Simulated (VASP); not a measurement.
# O (C2/m) in VASP: further runs

O is run at these levels: PBE; tasks: single point.

All numbers are computed with VASP 6.6.1; they aren't measurements. Logs are shortened: lines on timing, memory, paths and dates and some standing lists are left out, and cuts for length are marked.

**1. The cell of the first run**

The structure is monoclinic, space group C2/m (No. 12). Conventional cell: a = 5.703 Å, b = 3.325 Å, c = 4.363 Å, α = 90.00°, β = 123.29°, γ = 90.00°. Within 1.6 Å of O (site symmetry m) lie 1 O at 1.22 Å.

**2. Single point, PBE, collinear spin, zero start**

The input, INCAR:

```
PREC = Accurate ; ENCUT = 520
EDIFF = 1E-6 ; ISMEAR = -1
SIGMA = 0.05 ; LREAL = False
LASPH = True ; NELM = 150
ALGO = Normal ; ISIF = 2
LWAVE = False ; LCHARG = True
ISPIN = 2 ; MAGMOM = 0 0
LORBIT = 11 ; NUPDOWN = 0.0
GGA = PE ; LELF = True
LVHAR = True ; NBANDS = 17
```

The input, KPOINTS:

```
regular mesh
0
Gamma
  10 10 8
```

The input, POSCAR:

```
O
1.0
    2.8514028533     -1.6624159400      0.0000000000
    2.8514028533      1.6624159400      0.0000000000
   -2.3944914034      0.0000000000      3.6470501824
O
2
Direct
    0.0254538300      0.0254538300      0.1555740200
    0.9745461700      0.9745461700      0.8444259800
```

Potentials or basis: VASP PAW PBE potentials, release 64 (O).

Launch:

```sh
> cat potpaw_PBE.64/O/POTCAR > POTCAR
> mpirun -np 1 vasp_std > vasp.out
```

OUTCAR:

```text
PREC = Accurate
   ENCUT = 520
   EDIFF = 1E-6
   ISMEAR = -1
   LREAL = False
   LASPH = True
   NELM = 150
   ISIF = 2
   ISPIN = 2
   LORBIT = 11
   NUPDOWN = 0.0
   GGA = PE

 ion  position               nearest neighbor table
   1  0.025  0.025  0.156-   2 1.22
   2  0.975  0.975  0.844-   1 1.22

  LATTYP: Found a base centered monoclinic cell.
 ALAT       =     5.7028057066
 B/A-ratio  =     0.5830168607
 C/A-ratio  =     0.7650377976
 COS(beta)  =    -0.5488350190

  Lattice vectors:

 A1 = (   2.8514028533,  -1.6624159400,   0.0000000000)
 A2 = (   2.8514028533,   1.6624159400,   0.0000000000)
 A3 = (  -2.3944914034,   0.0000000000,   3.6470501824)

Analysis of symmetry for initial positions (statically):
=====================================================================
 Subroutine PRICEL returns:
 Original cell was already a primitive cell.

 Routine SETGRP: Setting up the symmetry group for a
 base centered monoclinic supercell.

 Subroutine GETGRP returns: Found  4 space group operations
 (whereof  4 operations were pure point group operations)
 out of a pool of  4 trial point group operations.

The static configuration has the point symmetry C_2h.

Analysis of symmetry for dynamics (positions and initial velocities):
=====================================================================
 Subroutine PRICEL returns:
 Original cell was already a primitive cell.

 Routine SETGRP: Setting up the symmetry group for a
 base centered monoclinic supercell.

 Subroutine GETGRP returns: Found  4 space group operations
 (whereof  4 operations were pure point group operations)
 out of a pool of  4 trial point group operations.

The dynamic configuration has the point symmetry C_2h.

Analysis of structural, dynamic, and magnetic symmetry:
=====================================================================
 Subroutine PRICEL returns:
 Original cell was already a primitive cell.

 Routine SETGRP: Setting up the symmetry group for a
 base centered monoclinic supercell.

 Subroutine GETGRP returns: Found  4 space group operations
 (whereof  4 operations were pure point group operations)
 out of a pool of  4 trial point group operations.

The overall configuration has the point symmetry C_2h.

 Subroutine INISYM returns: Found  4 space group operations
 (whereof  4 operations are pure point group operations),
 and found     1 'primitive' translations

----------------------------------------------------------------------------------------

[... 111 lines left out ...]
     AMIX     =   0.40;   BMIX     =  1.00
     AMIX_MAG =   1.60;   BMIX_MAG =  1.00
  volume/ion in A,a.u.               =      17.29       116.66
  Fermi-wavevector in a.u.,A,eV,Ry     =   1.150479  2.174089 18.008688  1.323601
  Thomas-Fermi vector in A             =   2.287142
   LORBIT       =     11    0 simple, 1 ext, 2 COOP (PROOUT), +10 PAW based schemes
   GGA     = PE    functional components
   LHFCALC =     F    Hartree Fock is set to
   AEXX    =    0.0000 exact exchange contribution
   IVDW    =     0    specifies the selected vdW correction
   LEPSILON=     F    determine dielectric tensor
   LRPA    =     F    only Hartree local field effects (RPA)
 spin polarized calculation
  energy-cutoff  :      520.00
  volume of cell :       34.58
 maximum number of plane-waves:       958
 NGX is ok and might be reduce to    28
   NGX = 13   NGY = 13   NGZ = 17

 number of electron      11.9999999 magnetization      -0.0000000

 number of electron      11.9999999 magnetization       0.0000000

 Free energy of the ion-electron system (eV)
  ---------------------------------------------------
  ext. energy  EPLUGINS =         0.00000000
  ---------------------------------------------------
  free energy    TOTEN  =        -9.06937426 eV

  energy without entropy =       -9.01631714  energy(sigma->0) =       -9.04284570

 E-fermi :  -1.8407     XC(G=0):  -7.4428

 val. band max:       -1.8414341403   @ k =   0.4000   0.4000   0.1250
 cond. band min:      -1.8395393540   @ k =  -0.1000  -0.4000   0.1250
 fundamental gap:      0.0018947863
 Fermi energy:        -1.8406617412

 spin component 1

 k-point     1 :       0.0000    0.0000    0.0000
  band No.  band energies     occupation
      1     -28.3432      1.00000
      2     -15.6134      1.00000
      3      -9.6317      1.00000
      4      -8.0987      1.00000
      5      -8.0622      1.00000
      6      -1.9354      0.86929
[... 459 lines left out ...]
      6      -1.8435      0.51440
[... 9 lines left out ...]
     16      22.8724      0.00000
     17      23.7836      0.00000

 [... further k-points ...]

 spin component 2

 k-point     1 :       0.0000    0.0000    0.0000
  band No.  band energies     occupation
      1     -28.3432      1.00000
      2     -15.6134      1.00000
      3      -9.6317      1.00000
      4      -8.0987      1.00000
      5      -8.0622      1.00000
      6      -1.9354      0.86933
[... 459 lines left out ...]
      6      -1.8436      0.51448
[... 9 lines left out ...]
     16      22.8724      0.00000
     17      23.7836      0.00000

 [... further k-points ...]
[... 5 lines left out ...]
  --------------------------------------------------------------------------------------
  -------------------------------------------------------------------------------------
  Total        0.1526662     -0.6941219      0.3958985      0.0000000      0.0000000     -0.1765290
  in kB        7.0742984    -32.1644625     18.3452846      0.0000000      0.0000000     -8.1800607
  external PRESSURE =      -2.2482932 kB  Pullay stress =       0.0000000 kB

 VOLUME and BASIS-vectors are now :
 -----------------------------------------------------------------------------
  energy-cutoff  :      520.00
  volume of cell :       34.58
      direct lattice vectors                 reciprocal lattice vectors
     2.851402853 -1.662415940  0.000000000     0.175352283 -0.300767087  0.115128532
     2.851402853  1.662415940  0.000000000     0.175352283  0.300767087  0.115128532
    -2.394491403  0.000000000  3.647050182     0.000000000  0.000000000  0.274194198

 POSITION                                       TOTAL-FORCE (eV/Angst)
 -----------------------------------------------------------------------------------
     -0.22736      0.00000      0.56739        -0.161390      0.000000      0.839923
      3.53568      0.00000      3.07966         0.161390      0.000000     -0.839923
 -----------------------------------------------------------------------------------
    total drift:                                0.000000      0.000000      0.000000

  FREE ENERGIE OF THE ION-ELECTRON SYSTEM (eV)
  ---------------------------------------------------
  free  energy   TOTEN  =        -9.0693742578 eV

  energy  without entropy=       -9.0163171366  energy(sigma->0) =       -9.04284570

 total charge

# of ion       s       p       d       tot
------------------------------------------
    1        1.616   3.275   0.000   4.891
    2        1.616   3.275   0.000   4.891
--------------------------------------------------
tot          3.233   6.550   0.000   9.783

 magnetization (x)

# of ion       s       p       d       tot
------------------------------------------
    1       -0.000   0.000   0.000   0.000
    2       -0.000   0.000   0.000   0.000
--------------------------------------------------
tot         -0.000   0.000   0.000   0.000
```

OSZICAR:

```text
N       E                     dE             d eps       ncg     rms          rms(c)
DAV:   1     0.405798642510E+02    0.40580E+02   -0.56490E+03 15572   0.620E+02
DAV:   2    -0.774909492270E+01   -0.48329E+02   -0.46238E+02 20320   0.152E+02
DAV:   3    -0.934956175805E+01   -0.16005E+01   -0.15726E+01 17474   0.242E+01
DAV:   4    -0.935528028092E+01   -0.57185E-02   -0.57178E-02 19522   0.171E+00
DAV:   5    -0.935530594247E+01   -0.25662E-04   -0.25661E-04 17650   0.107E-01    0.448E+00
DAV:   6    -0.911997134233E+01    0.23533E+00   -0.18156E-01 18698   0.316E+00    0.235E+00
DAV:   7    -0.906737776463E+01    0.52594E-01   -0.15936E-01 17965   0.292E+00    0.480E-01
DAV:   8    -0.906923101772E+01   -0.18533E-02   -0.15143E-02 16238   0.776E-01    0.152E-01
DAV:   9    -0.906936307808E+01   -0.13206E-03   -0.16563E-04 19528   0.984E-02    0.354E-02
DAV:  10    -0.906937357440E+01   -0.10496E-04   -0.42895E-05 17314   0.415E-02    0.157E-02
DAV:  11    -0.906939304368E+01   -0.19469E-04   -0.11867E-04 17851   0.241E-02    0.438E-02
DAV:  12    -0.906937648179E+01    0.16562E-04   -0.71778E-05 15821   0.202E-02    0.181E-02
DAV:  13    -0.906937319038E+01    0.32914E-05   -0.32477E-05 17343   0.140E-02    0.226E-03
DAV:  14    -0.906937424250E+01   -0.10521E-05   -0.99632E-07 15673   0.851E-03    0.970E-04
DAV:  15    -0.906937425783E+01   -0.15329E-07   -0.30080E-08  8100   0.132E-03
   1 F= -.90693743E+01 E0= -.90428457E+01  d E =-.530571E-01  mag=     0.0000
```

stdout:

```text
POSCAR found type information on POSCAR O
 POSCAR found :  1 types and       2 ions
 scaLAPACK will be used
 LDA part: xc-table for (Slater+PW92), standard interpolation
 POSCAR, INCAR and KPOINTS ok, starting setup
 FFT: planning ... GRIDC
 FFT: planning ... GRID_SOFT
 FFT: planning ... GRID
 WAVECAR not read
 entering main loop
```

Wall time 2.4 min (1 thread of AMD EPYC 9R45 (Zen 5), shared host); peak memory 0.26 GiB.

Results:

```
Free energy                                           : -9.0694 eV
Pressure                                              : -0.2 GPa
Largest force                                         : 0.855 eV/Å
Net moment                                            : 0.00 μB per cell
Valence electrons inside the program's atomic spheres : O 4.89
```

Forces in eV/Å, atoms in the order of the input:
```
O   -0.161  0.000  0.840
O    0.161  0.000 -0.840
```

Stress tensor (GPa, compression positive):
```
 0.71  0.00 -0.82
 0.00 -3.22  0.00
-0.82  0.00  1.83
```

Caveat: the standard files for N, O and F lose accuracy on very short bonds; the stress differs along the axes, from -3 to 2 GPa; this functional lacks dispersion, which holds the molecules together, so the pressure and a relaxed volume are unreliable; the total moment is fixed, so each spin has its own Fermi level.

**3. Single point, PBE, collinear spin, zero start**

The input, INCAR:

```
SYSTEM = O
ALGO = Normal
EDIFF = 1E-6
ENCUT = 520
GGA = PE
ISIF = 2
ISMEAR = -1
ISPIN = 2
LASPH = .TRUE.
LCHARG = .FALSE.
LORBIT = 11
LREAL = .FALSE.
LWAVE = .FALSE.
MAGMOM = 0 0
NBANDS = 17
NELM = 150
NUPDOWN = 0.0
PREC = Accurate
SIGMA = 0.05
```

The input, KPOINTS:

```
k-points
0
G
  10 10 8
  0 0 0
```

POSCAR is that of step 2.

Potentials or basis: VASP PAW PBE potentials, release 64 (O).

Launch:

```sh
> cat potpaw_PBE.64/O/POTCAR > POTCAR
> mpirun -np 1 vasp_std > vasp.out
```

OUTCAR:

```text
SYSTEM = O
   EDIFF = 1E-6
   ENCUT = 520
   GGA = PE
   ISIF = 2
   ISMEAR = -1
   ISPIN = 2
   LASPH = .TRUE.
   LORBIT = 11
   LREAL = .FALSE.
   NELM = 150
   NUPDOWN = 0.0
   PREC = Accurate

 ion  position               nearest neighbor table
   1  0.025  0.025  0.156-   2 1.22
   2  0.975  0.975  0.844-   1 1.22

  LATTYP: Found a base centered monoclinic cell.
 ALAT       =     5.7028057066
 B/A-ratio  =     0.5830168607
 C/A-ratio  =     0.7650377976
 COS(beta)  =    -0.5488350190

  Lattice vectors:

 A1 = (   2.8514028533,  -1.6624159400,   0.0000000000)
 A2 = (   2.8514028533,   1.6624159400,   0.0000000000)
 A3 = (  -2.3944914034,   0.0000000000,   3.6470501824)

Analysis of symmetry for initial positions (statically):
=====================================================================
 Subroutine PRICEL returns:
 Original cell was already a primitive cell.

 Routine SETGRP: Setting up the symmetry group for a
 base centered monoclinic supercell.

[... 672 lines left out ...]

 spin component 2

 k-point     1 :       0.0000    0.0000    0.0000
  band No.  band energies     occupation
      1     -28.3432      1.00000
      2     -15.6134      1.00000
      3      -9.6317      1.00000
      4      -8.0987      1.00000
      5      -8.0622      1.00000
      6      -1.9354      0.86933
[... 459 lines left out ...]
      6      -1.8436      0.51448
[... 9 lines left out ...]
     16      22.8724      0.00000
     17      23.7836      0.00000

 [... further k-points ...]
[... 5 lines left out ...]
  --------------------------------------------------------------------------------------
  -------------------------------------------------------------------------------------
  Total        0.1526662     -0.6941219      0.3958985      0.0000000      0.0000000     -0.1765290
  in kB        7.0742984    -32.1644625     18.3452846      0.0000000      0.0000000     -8.1800607
  external PRESSURE =      -2.2482932 kB  Pullay stress =       0.0000000 kB

 VOLUME and BASIS-vectors are now :
 -----------------------------------------------------------------------------
  energy-cutoff  :      520.00
  volume of cell :       34.58
      direct lattice vectors                 reciprocal lattice vectors
     2.851402853 -1.662415940  0.000000000     0.175352283 -0.300767087  0.115128532
     2.851402853  1.662415940  0.000000000     0.175352283  0.300767087  0.115128532
    -2.394491403  0.000000000  3.647050182     0.000000000  0.000000000  0.274194198

 POSITION                                       TOTAL-FORCE (eV/Angst)
 -----------------------------------------------------------------------------------
     -0.22736      0.00000      0.56739        -0.161390      0.000000      0.839923
      3.53568      0.00000      3.07966         0.161390      0.000000     -0.839923
 -----------------------------------------------------------------------------------
    total drift:                                0.000000      0.000000      0.000000

  FREE ENERGIE OF THE ION-ELECTRON SYSTEM (eV)
  ---------------------------------------------------
  free  energy   TOTEN  =        -9.0693742578 eV

  energy  without entropy=       -9.0163171366  energy(sigma->0) =       -9.04284570

 total charge

# of ion       s       p       d       tot
------------------------------------------
    1        1.616   3.275   0.000   4.891
    2        1.616   3.275   0.000   4.891
--------------------------------------------------
tot          3.233   6.550   0.000   9.783

 magnetization (x)

# of ion       s       p       d       tot
------------------------------------------
    1       -0.000   0.000   0.000   0.000
    2       -0.000   0.000   0.000   0.000
--------------------------------------------------
tot         -0.000   0.000   0.000   0.000
```

stdout:

```text
POSCAR found type information on POSCAR O
 POSCAR found :  1 types and       2 ions
 scaLAPACK will be used
 LDA part: xc-table for (Slater+PW92), standard interpolation
 POSCAR, INCAR and KPOINTS ok, starting setup
 FFT: planning ... GRIDC
 FFT: planning ... GRID_SOFT
 FFT: planning ... GRID
 WAVECAR not read
 entering main loop
```

It took 2.4 min on 1 thread of AMD EPYC 9R45 (Zen 5), shared host; peak memory 0.26 GiB.

Results:

```yaml
Free_energy: -9.0694 eV
Pressure: -0.2 GPa
Largest_force: 0.855 eV/Å
Net_moment: 0.00 μB per cell
Valence_electrons_inside_the_program's_atomic_spheres: O 4.89
```

Forces on the atoms (eV/Å):
```
O   -0.161  0.000  0.840
O    0.161  0.000 -0.840
```

Caveat: the standard files for N, O and F lose accuracy on very short bonds; the stress differs along the axes, from -3 to 2 GPa; this functional lacks dispersion, which holds the molecules together, so the pressure and a relaxed volume are unreliable; the total moment is fixed, so each spin has its own Fermi level.

**4. Single point, PBE, collinear spin, ferromagnetic start**

The input, INCAR:

```
SYSTEM = O
PREC = Accurate
ENCUT = 520
EDIFF = 1E-6
ISMEAR = -1
SIGMA = 0.05
LREAL = .FALSE.
LASPH = .TRUE.
NELM = 150
ALGO = Normal
ISIF = 2
LWAVE = .FALSE.
LCHARG = .FALSE.
ISPIN = 2
MAGMOM = 0.25 0.25
LORBIT = 11
NUPDOWN = 0.5
GGA = PE
NBANDS = 17
```

The input, KPOINTS:

```
regular mesh
0
G
  10 10 8
  0 0 0
```

POSCAR is that of step 3.

Launch:

```sh
> cat potpaw_PBE.64/O/POTCAR > POTCAR
> mpirun -np 1 vasp_std > vasp.out
```

Run time: 2.3 min. Hardware: 1 thread of AMD EPYC 9R45 (Zen 5), shared host; peak memory 0.26 GiB.

The run converged. Its results:

- Free energy: -9.3742 eV
- Pressure: 1.1 GPa
- Largest force: 0.778 eV/Å
- Net moment: 0.50 μB per cell
- Site moments: O +0.20 μB
- Valence electrons inside the program's atomic spheres: O 4.90

Forces in eV/Å, atoms in the order of the input:
```
O   -0.241  0.000  0.739
O    0.241  0.000 -0.739
```

Stress tensor (GPa, compression positive):
```
 1.45  0.00 -1.24
 0.00 -1.70  0.00
-1.24  0.00  3.63
```

Caveat: the standard files for N, O and F lose accuracy on very short bonds; the stress differs along the axes, from -2 to 4 GPa; this functional lacks dispersion, which holds the molecules together, so the pressure and a relaxed volume are unreliable; the total moment is fixed, so each spin has its own Fermi level and the state may be an excited one.
